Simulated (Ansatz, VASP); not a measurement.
Be3BiAs: VASP beside Ansatz

```
As Bi Be
1.0
     5.26829    0.00000    0.00000
     0.00000    5.26829    0.00000
     0.00000    0.00000    5.26829
As Bi Be
1 1 3
Direct
  0.00000 0.00000 0.00000
  0.50000 0.50000 0.50000
  0.50000 0.50000 0.00000
  0.50000 0.00000 0.50000
  0.00000 0.50000 0.50000
```

Alike in both runs: task single point; functional PBE; k mesh 4 × 4 × 4; occupations gaussian, width 0.05 eV; no spin polarisation.

|  | VASP | Ansatz |
| --- | --- | --- |
| version | VASP 6.6.1 | Ansatz 0.2.0 |
| potentials or method | VASP PAW PBE potentials, release 64 (As, Bi_d, Be), cutoff 600 eV | scalar-relativistic, plane waves, PAW |
| valence electrons in the cell | 26 | 36 |

```tsv
	VASP	Ansatz	Ansatz less VASP
gap on the k mesh at the Fermi level (eV)	none	none	-
pressure (GPa)	-7.4	-7.5	0.00
```

A gap of «none» marks a metal or a gap that the smearing closes. VASP's potentials hold 26 valence electrons a cell and Ansatz's 36, so a difference there can come from the potentials and not from the codes.

Spin-orbit coupling is off throughout.
